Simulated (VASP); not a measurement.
# Re (R-3m) in VASP: single point with PBE

Aim: the single point of Re with PBE.

Program: VASP 6.6.1. These are calculated values, not measurements. Logs are shortened: lines on timing, memory, paths and dates and some standing lists are left out, and cuts for length are marked.

**1. The cell of the first run**

Symmetry: R-3m, No. 166, trigonal system. The conventional cell has a = 2.768 Å, b = 2.768 Å, c = 20.096 Å, α = 90.00°, β = 90.00°, γ = 120.00°. Within 3.6 Å of Re (site symmetry -3m) lie 12 Re at 2.75 to 2.77 Å. Within 3.6 Å of Re (site symmetry 3m) lie 12 Re at 2.74 to 2.77 Å.

**2. Single point, PBE**

Input file INCAR:

```
SYSTEM = Re
ALGO     = Normal         ! electronic algorithm
EDIFF    = 1E-6           ! SCF threshold, eV
ENCUT    = 520            ! plane-wave cutoff, eV
GGA      = PE             ! functional
ISIF     = 2              ! what is computed and relaxed
ISMEAR   = 0              ! smearing method
LASPH    = .True.         ! aspherical terms in the spheres
LCHARG   = .False.        ! write CHGCAR
LREAL    = .False.        ! projectors in reciprocal space
LWAVE    = .False.        ! write WAVECAR
NBANDS   = 18             ! bands
NELM     = 100            ! most SCF steps
PREC     = Accurate       ! precision mode
SIGMA    = 0.1            ! smearing width, eV
```

Input file KPOINTS:

```
k-points
0
Gamma
  9 9 9
  0 0 0
```

Input file POSCAR:

```
Re
1.0
    1.3839231524      0.7990084046      6.6986080885
   -1.3839231524      0.7990084046      6.6986080885
    0.0000000000     -1.5980168092      6.6986080885
Re
3
Direct
    0.0000000000      0.0000000000      0.0000000000
    0.2221738800      0.2221738800      0.2221738800
    0.7778261200      0.7778261200      0.7778261200
```

Potentials or basis: VASP PAW PBE potentials, release 64 (Re).

Command:

```console
$ cat potpaw_PBE.64/Re/POTCAR > POTCAR
$ mpirun -np 1 vasp_std > vasp.out
```

OUTCAR:

```text
SYSTEM = Re
   EDIFF = 1E-6
   ENCUT = 520
   GGA = PE
   ISIF = 2
   ISMEAR = 0
   LASPH = .True.
   LREAL = .False.
   NELM = 100
   PREC = Accurate

 ion  position               nearest neighbor table
   1  0.000  0.000  0.000-   3 2.75   3 2.75   2 2.75   2 2.75   3 2.75   2 2.75
   2  0.222  0.222  0.222-   3 2.74   3 2.74   3 2.74   1 2.75   1 2.75   1 2.75
   3  0.778  0.778  0.778-   2 2.74   2 2.74   2 2.74   1 2.75   1 2.75   1 2.75

  LATTYP: Found a trigonal (rhomboedric) cell.
 ALAT       =     6.8865817388
 COS(alpha) =     0.9192306603

  Lattice vectors:

 A1 = (   1.3839231524,   0.7990084046,   6.6986080885)
 A2 = (  -1.3839231524,   0.7990084046,   6.6986080885)
 A3 = (   0.0000000000,  -1.5980168092,   6.6986080885)

Analysis of symmetry for initial positions (statically):
=====================================================================
 Subroutine PRICEL returns:
 Original cell was already a primitive cell.

 Routine SETGRP: Setting up the symmetry group for a
 trigonal (rhombohedral) supercell.

 Subroutine GETGRP returns: Found 12 space group operations
 (whereof 12 operations were pure point group operations)
 out of a pool of 12 trial point group operations.

The static configuration has the point symmetry D_3d.

Analysis of symmetry for dynamics (positions and initial velocities):
=====================================================================
 Subroutine PRICEL returns:
 Original cell was already a primitive cell.

 Routine SETGRP: Setting up the symmetry group for a
 trigonal (rhombohedral) supercell.

 Subroutine GETGRP returns: Found 12 space group operations
 (whereof 12 operations were pure point group operations)
 out of a pool of 12 trial point group operations.

The dynamic configuration has the point symmetry D_3d.

 Subroutine INISYM returns: Found 12 space group operations
 (whereof 12 operations are pure point group operations),
 and found     1 'primitive' translations

----------------------------------------------------------------------------------------

                                     Primitive cell

  volume of cell :      44.4426

  direct lattice vectors                    reciprocal lattice vectors
     1.383923152  0.799008405  6.698608089     0.361291737  0.208591882  0.049761582
    -1.383923152  0.799008405  6.698608089    -0.361291737  0.208591882  0.049761582
     0.000000000 -1.598016809  6.698608089     0.000000000 -0.417183764  0.049761582

  length of vectors
     6.886581739  6.886581739  6.886581739     0.420141057  0.420141057  0.420141057

  position of ions in fractional coordinates (direct lattice)
     0.000000000  0.000000000  0.000000000
     0.222173880  0.222173880  0.222173880
     0.777826120  0.777826120  0.777826120

  ion indices of the primitive-cell ions
   primitive index   ion index
                 1           1
                 2           2
                 3           3

----------------------------------------------------------------------------------------

 KPOINTS: k-points

Automatic generation of k-mesh.
 Grid dimensions read from file:
 generate k-points for:    9    9    9

 Generating k-lattice:

  Cartesian coordinates                     Fractional coordinates (reciprocal lattice)
     0.040143526  0.023176876  0.005529065     0.111111111  0.000000000  0.000000000
    -0.040143526  0.023176876  0.005529065     0.000000000  0.111111111  0.000000000
     0.000000000 -0.046353752  0.005529065     0.000000000  0.000000000  0.111111111

  Length of vectors
     0.046682340  0.046682340  0.046682340

  Shift w.r.t. Gamma in fractional coordinates (k-lattice)
     0.000000000  0.000000000  0.000000000

 Subroutine IBZKPT returns following result:
 ===========================================

 Found     85 irreducible k-points:

 Following reciprocal coordinates:
            Coordinates               Weight
  0.000000  0.000000  0.000000      1.000000
  0.111111  0.000000  0.000000      6.000000
  0.222222 -0.000000  0.000000      6.000000
  0.333333  0.000000  0.000000      6.000000
  0.444444 -0.000000  0.000000      6.000000
  0.111111  0.111111  0.000000      6.000000
[... 16 lines left out ...]
 -0.333333  0.333333  0.000000      6.000000
  0.444444  0.444444  0.000000      6.000000
 [... further k-points ...]
   k-points           NKPTS =     85   k-points in BZ     NKDIM =     85   number of bands    NBANDS=     18
   number of dos      NEDOS =    301   number of ions     NIONS =      3
   total plane-waves  NPLWV = 157464
   dimension x,y,z NGX =    54 NGY =   54 NGZ =   54
   dimension x,y,z NGXF=   108 NGYF=  108 NGZF=  108
   ions per type =               3
   NGX,Y,Z   is equivalent  to a cutoff of  13.04, 13.04, 13.04 a.u.
   NGXF,Y,Z  is equivalent  to a cutoff of  26.07, 26.07, 26.07 a.u.
 SYSTEM =  Re
   PREC   = accura    normal or accurate (medium, high low for compatibility)
   ISTART =      0    job   : 0-new  1-cont  2-samecut
   ICHARG =      2    charge: 1-file 2-atom 10-const
   ISPIN  =      1    spin polarized calculation?
   LNONCOLLINEAR =      F non collinear calculations
   LSORBIT =      F    spin-orbit coupling
   LASPH  =      T    aspherical Exc in radial PAW
   ENCUT  =  520.0 eV  38.22 Ry    6.18 a.u.  12.80 12.80 12.80*2*pi/ulx,y,z
   NELM   =    100;   NELMIN=  2; NELMDL= -5     # of ELM steps
   EDIFF  = 0.1E-05   stopping-criterion for ELM
   LREAL  =      F    real-space projection
   EDIFFG = 0.1E-04   stopping-criterion for IOM
   NSW    =      0    number of steps for IOM
   IBRION =     -1    ionic relax: 0-MD 1-quasi-New 2-CG
   NFREE  =      0    steps in history (QN), initial steepest desc. (CG)
   ISIF   =      2    stress and relaxation
   ISYM   =      2    0-nonsym 1-usesym 2-fastsym
   POTIM  = 0.5000    time-step for ionic-motion
   TEBEG  =    0.0;   TEEND  =   0.0 temperature during run
   PSTRESS=    0.0 pullay stress
   NELECT =      21.0000    total number of electrons
   NUPDOWN=      -1.0000    fix difference up-down
   EMIN   =  10.00;   EMAX   =-10.00  energy-range for DOS
   EFERMI =   0.00;   METHOD = LEGACY
   ISMEAR =     0;   SIGMA  =   0.10  broadening in eV -4-tet -1-fermi 0-gaus
   EFERMI_NEDOS =   21; number of points for ismear=-14 and -15
   IALGO  =     38    algorithm
   IMIX   =      4    mixing-type and parameters
     AMIX     =   0.40;   BMIX     =  1.00
     AMIX_MAG =   1.60;   BMIX_MAG =  1.00
  volume/ion in A,a.u.               =      14.81        99.97
  Fermi-wavevector in a.u.,A,eV,Ry     =   1.275112  2.409612 22.121845  1.625910
  Thomas-Fermi vector in A             =   2.407842
   LORBIT       =      0    0 simple, 1 ext, 2 COOP (PROOUT), +10 PAW based schemes
   GGA     = PE    functional components
   LHFCALC =     F    Hartree Fock is set to
   AEXX    =    0.0000 exact exchange contribution
   IVDW    =     0    specifies the selected vdW correction
   LEPSILON=     F    determine dielectric tensor
   LRPA    =     F    only Hartree local field effects (RPA)
 non-spin polarized calculation
 Gauss-broadening in eV      SIGMA  =   0.10
  energy-cutoff  :      520.00
  volume of cell :       44.44
 maximum number of plane-waves:      1209
 NGX is ok and might be reduce to    54
   NGX = 25   NGY = 25   NGZ = 25

 number of electron      21.0000001 magnetization

 Free energy of the ion-electron system (eV)
  ---------------------------------------------------
  ext. energy  EPLUGINS =         0.00000000
  ---------------------------------------------------
  free energy    TOTEN  =       -37.24657438 eV

  energy without entropy =      -37.23305552  energy(sigma->0) =      -37.23981495

 E-fermi :   7.8977     XC(G=0): -13.6936

 val. band max:        7.8959414451   @ k =  -0.3333   0.3333   0.3333
 cond. band min:       7.9077043113   @ k =  -0.4444   0.3333   0.3333
 fundamental gap:      0.0117628662
 Fermi energy:         7.8977466595

 k-point     1 :       0.0000    0.0000    0.0000
  band No.  band energies     occupation
      1      -2.0173      2.00000
      2       1.0487      2.00000
      3       1.0973      2.00000
      4       5.9532      2.00000
      5       5.9532      2.00000
      6       6.0793      2.00000
[... 10 lines left out ...]
     17      11.0239      0.00000
     18      11.0239      0.00000

 k-point     2 :       0.1111    0.0000    0.0000
  band No.  band energies     occupation
      1      -1.5177      2.00000
      2       1.4758      2.00000
      3       1.6262      2.00000
      4       5.0103      2.00000
      5       5.2662      2.00000
      6       5.6920      2.00000
[... 10 lines left out ...]
     17      11.0290      0.00000
     18      11.6859      0.00000

 k-point     3 :       0.2222   -0.0000    0.0000
  band No.  band energies     occupation
      1      -0.2160      2.00000
      2       2.2426      2.00000
      3       2.7533      2.00000
      4       3.8723      2.00000
      5       4.2552      2.00000
      6       4.9873      2.00000
[... 10 lines left out ...]
     17      11.6218      0.00000
     18      13.1717      0.00000

 k-point     4 :       0.3333    0.0000    0.0000
  band No.  band energies     occupation
      1       1.1124      2.00000
      2       2.0407      2.00000
      3       2.7316      2.00000
      4       3.3278      2.00000
      5       3.6127      2.00000
      6       5.3297      2.00000
[... 375 lines left out ...]
      4       3.3471      2.00000
      5       4.4157      2.00000
      6       4.7769      2.00000
[... 10 lines left out ...]
     17      15.1387      0.00000
     18      15.8270      0.00000

 k-point    23 :      -0.3333    0.3333    0.0000
  band No.  band energies     occupation
      1       2.8945      2.00000
      2       3.3875      2.00000
      3       3.4426      2.00000
      4       3.7893      2.00000
      5       4.0375      2.00000
      6       4.4273      2.00000
[... 10 lines left out ...]
     17      15.4571      0.00000
     18      15.9426      0.00000

 k-point    24 :       0.4444    0.4444    0.0000
  band No.  band energies     occupation
      1       1.3294      2.00000
      2       1.8759      2.00000
      3       2.1351      2.00000
      4       2.7754      2.00000
      5       4.3753      2.00000
      6       4.8922      2.00000
[... 10 lines left out ...]
     17      12.5649      0.00000
     18      15.3597      0.00000

 [... further k-points ...]

------------------------ aborting loop because EDIFF is reached ----------------------------------------

  FORCE on cell =-STRESS in cart. coord.  units (eV):
  Direction    XX          YY          ZZ          XY          YZ          ZX
  --------------------------------------------------------------------------------------
  -------------------------------------------------------------------------------------
  Total        0.9947950      0.9947950      0.6751176      0.0000000      0.0000000      0.0000000
  in kB       35.8628700     35.8628700     24.3383341      0.0000000      0.0000000      0.0000000
  external PRESSURE =      32.0213580 kB  Pullay stress =       0.0000000 kB

 VOLUME and BASIS-vectors are now :
 -----------------------------------------------------------------------------
  energy-cutoff  :      520.00
  volume of cell :       44.44
      direct lattice vectors                 reciprocal lattice vectors
     1.383923152  0.799008405  6.698608089     0.361291737  0.208591882  0.049761582
    -1.383923152  0.799008405  6.698608089    -0.361291737  0.208591882  0.049761582
     0.000000000 -1.598016809  6.698608089     0.000000000 -0.417183764  0.049761582

 POSITION                                       TOTAL-FORCE (eV/Angst)
 -----------------------------------------------------------------------------------
      0.00000      0.00000      0.00000         0.000000      0.000000      0.000000
      0.00000      0.00000      4.46477         0.000000      0.000000     -0.001118
      0.00000      0.00000     15.63106         0.000000     -0.000000      0.001118
 -----------------------------------------------------------------------------------
    total drift:                                0.000000      0.000000     -0.000000

  FREE ENERGIE OF THE ION-ELECTRON SYSTEM (eV)
  ---------------------------------------------------
  free  energy   TOTEN  =       -37.2465743849 eV

  energy  without entropy=      -37.2330555214  energy(sigma->0) =      -37.23981495
```

It took 3.2 min on 1 thread of Intel Xeon 6975P-C (Granite Rapids), shared host; peak memory 0.4 GiB.

Results:

```
Free energy : -37.2466 eV
Pressure    : 3.2 GPa
```

Caveat: spin-orbit coupling is left out, which moves the levels of the heavy elements.
